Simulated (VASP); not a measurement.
Write the native input for VASP 6.6.1 that does the following.

| Property | Result |
| --- | --- |
| Task | single point |
| Functional | BLYP |
| Potentials or basis | VASP PAW PBE potentials, release 64 (Ta_pv) |
| Cutoff | 520 eV |
| k mesh | 20 × 20 × 10 |
| Occupations | fermi-dirac, width 0.1 eV |
| Spin | no spin polarisation |
| Dipole correction | no |
| Further INCAR settings | ALGO = Normal; EDIFF = 1e-06; NBANDS = 18 |

The structure of Ta lies in POSCAR:

```
Ta
1.0
    2.9176009711      0.0000000000      0.0000000000
   -1.4588004856      2.5267165590      0.0000000000
    0.0000000000      0.0000000000      5.2523838682
Ta
2
Direct
    0.3333333333      0.6666666667      0.2500000000
    0.6666666667      0.3333333333      0.7500000000
```

These files were run (other wordings do the same):

INCAR

```
SYSTEM = Ta
AGGAC    = 1.0          
AGGAX    = 1.0          
ALDAC    = 0.0          
ALDAX    = 1.0          
ALGO     = Normal         ! electronic algorithm
EDIFF    = 1E-6           ! SCF threshold, eV
ENCUT    = 520            ! plane-wave cutoff, eV
GGA      = B5             ! functional
ISIF     = 2              ! what is computed and relaxed
ISMEAR   = -1             ! smearing method
LASPH    = .TRUE.         ! aspherical terms in the spheres
LCHARG   = .FALSE.        ! write CHGCAR
LREAL    = .FALSE.        ! projectors in reciprocal space
LWAVE    = .FALSE.        ! write WAVECAR
NBANDS   = 18             ! bands
NELM     = 100            ! most SCF steps
PREC     = Accurate       ! precision mode
SIGMA    = 0.1            ! smearing width, eV
```

KPOINTS

```
k-points
0
G
  20 20 10
  0 0 0
```

Potentials or basis: VASP PAW PBE potentials, release 64 (Ta_pv).

Run with:

```console
$ cat potpaw_PBE.64/Ta_pv/POTCAR > POTCAR
$ mpirun -np 1 vasp_std > vasp.out
```

It gave:

```yaml
Pressure: 1.0 GPa
Band_gap_on_the_k_mesh: zero (band 11 reaches 7.46 eV, above the bottom of band 12 at 5.16 eV)
```

Caveat: the PAW data sets were made with another functional, which shifts forces and pressure a little; spin-orbit coupling is left out, which moves the levels of the heavy elements.

Wall time 2.6 min on 1 thread of AMD EPYC 7R43 64-Core Processor (Zen 3) (shared host), peak memory 0.23 GiB.
